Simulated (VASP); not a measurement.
The system is Co2HgSe2.

```
CELL_PARAMETERS angstrom
0.00000 3.74405 0.00000
3.74405 0.00000 0.00000
1.87203 1.87203 -6.56685
ATOMIC_POSITIONS crystal
Hg 0.00000 0.00000 0.00000
Se 0.35370 0.35370 0.29260
Se 0.64630 0.64630 0.70740
Co 0.75000 0.25000 0.50000
Co 0.25000 0.75000 0.50000
```

| Property | Result |
| --- | --- |
| Program | VASP 6.6.1 |
| Task | relaxation of cell and atoms |
| Functional | PBE |
| Potentials or basis | VASP PAW PBE potentials, release 64 (Hg, Se, Co) |
| Cutoff | 600 eV |
| k mesh | 5 × 5 × 5 |
| Occupations | fermi-dirac, width 0.005 eV |
| Spin | no spin polarisation |
| Hubbard terms | Co d U = 1.0 eV |

At the start: pressure 2.5 GPa; volume 18.41 Å³/atom.

Problem. Where does the relaxation end?

Solution. Over 27 steps the energy falls by 99.0 meV/atom and the volume is 22.67 Å³/atom (+23.1 %); space group I4/mmm (No. 139, to 0.1 Å) before and after.

The path:
```csv
step,energy change (eV),largest force (eV/Å),pressure (GPa),volume (Å³)
1,0.0000,0.2315,2.52,92.05
2,-0.1040,0.6129,-0.77,95.93
3,-0.1304,0.9354,-2.86,98.94
4,-0.1934,0.8278,-2.53,99.30
5,-0.3413,0.6223,-1.20,100.21
6,-0.4164,0.0015,3.02,101.29
7,-0.4292,0.1551,1.85,101.11
8,-0.4537,0.3106,0.74,103.91
9,-0.4662,0.4874,-0.40,107.35
10,-0.4873,0.1527,0.12,109.16
11,-0.4912,0.0300,0.46,110.17
12,-0.4915,0.0609,0.57,110.46
13,-0.4916,0.1256,0.72,110.87
14,-0.4916,0.0879,0.65,110.66
15,-0.4941,0.0011,-0.16,113.05
16,-0.4943,0.0180,-0.01,112.56
17,-0.4945,0.0143,-0.04,112.65
18,-0.4946,0.0691,-0.15,112.81
19,-0.4946,0.0448,-0.10,112.74
20,-0.4948,0.0207,0.04,112.63
21,-0.4948,0.0196,0.05,112.63
22,-0.4948,0.0140,0.05,112.69
23,-0.4949,0.0020,0.05,112.88
24,-0.4950,0.0349,0.07,113.26
25,-0.4950,0.0205,0.07,113.10
26,-0.4950,0.0148,0.04,113.18
27,-0.4951,0.0023,-0.02,113.35
```

Final structure:
```cif
data_structure
_symmetry_space_group_name_H-M 'P 1'
_symmetry_Int_Tables_number 1
_cell_length_a 3.6285
_cell_length_b 3.6285
_cell_length_c 8.9835
_cell_angle_alpha 78.349
_cell_angle_beta 78.349
_cell_angle_gamma 90.000
_cell_volume 113.35
loop_
_atom_site_label
_atom_site_type_symbol
_atom_site_fract_x
_atom_site_fract_y
_atom_site_fract_z
_atom_site_occupancy
Hg1 Hg 0.00000 0.00000 0.00000 1
Se1 Se 0.33270 0.33270 0.33459 1
Se2 Se 0.66729 0.66729 0.66541 1
Co1 Co 0.75000 0.25000 0.50000 1
Co2 Co 0.25000 0.75000 0.50000 1
```

Caveat: the volume moved by over 15 % at a fixed basis, so the end points are rough; the run has no spin polarisation, though such a crystal can be magnetic; U without spin polarisation on a metal has little footing.
